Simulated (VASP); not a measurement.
Wanted: the native input for a VASP 6.6.1 run.

* Task: single point
* Functional: PBEsol
* Potentials or basis: VASP PAW PBE potentials, release 64 (Zr_sv, Si)
* Cutoff: 520 eV
* k mesh: 6 × 6 × 10
* Occupations: gaussian, width 0.1 eV
* Spin: no spin polarisation
* Dipole correction: no
* Further INCAR settings: ALGO = Fast; EDIFF = 1e-07; NBANDS = 55

The structure of Zr3Si2 lies in POSCAR:

```
Zr3Si2
1.0
    7.2068893752      0.0000000000      0.0000000000
    0.0000000000      7.2068893752      0.0000000000
    0.0000000000      0.0000000000      3.7173805511
Zr Si
6 4
Direct
    0.1736827227      0.6736827227      0.5000000000
    0.8263172773      0.3263172773      0.5000000000
    0.3263172773      0.1736827227      0.5000000000
    0.6736827227      0.8263172773      0.5000000000
    0.0000000000      0.0000000000      0.0000000000
    0.5000000000      0.5000000000      0.0000000000
    0.6228502538      0.1228502538      0.0000000000
    0.3771497462      0.8771497462      0.0000000000
    0.8771497462      0.6228502538      0.0000000000
    0.1228502538      0.3771497462      0.0000000000
```

This cell differs from its parent crystal: equal strain along all axes, cell held: +2.0 %, then relaxed in part.

These files were run (other wordings do the same):

INCAR

```
SYSTEM = Zr3Si2
PREC = Accurate ; ENCUT = 520
EDIFF = 1E-7 ; ISMEAR = 0
SIGMA = 0.1 ; LREAL = .False.
LASPH = .True. ; NELM = 100
ALGO = Fast ; ISIF = 2
LWAVE = .False. ; LCHARG = .False.
GGA = PS ; NBANDS = 55
```

KPOINTS

```
regular mesh
0
Gamma
  6 6 10
  0 0 0
```

Potentials or basis: VASP PAW PBE potentials, release 64 (Zr_sv, Si).

Command:

```bash
$ cat potpaw_PBE.64/Zr_sv/POTCAR potpaw_PBE.64/Si/POTCAR > POTCAR
$ mpirun -np 1 vasp_std > vasp.out
```

Results of the run:

| Quantity | Value |
| --- | --- |
| Pressure | -7.4 GPa |
| Largest force | 0.005 eV/Å |
| Band gap on the k mesh | zero (bands 44 and 45 overlap by 1.09 eV) |

Caveat: the cell differs from its parent crystal (equal strain along all axes, cell held: +2.0 %, then relaxed in part); the cell stands under tension; the PAW data sets were made with another functional, which shifts forces and pressure a little.

Run time: 14 min on 1 thread of Intel(R) Xeon(R) 6975P-C (Granite Rapids), with other jobs on the host, peak memory 0.58 GiB.
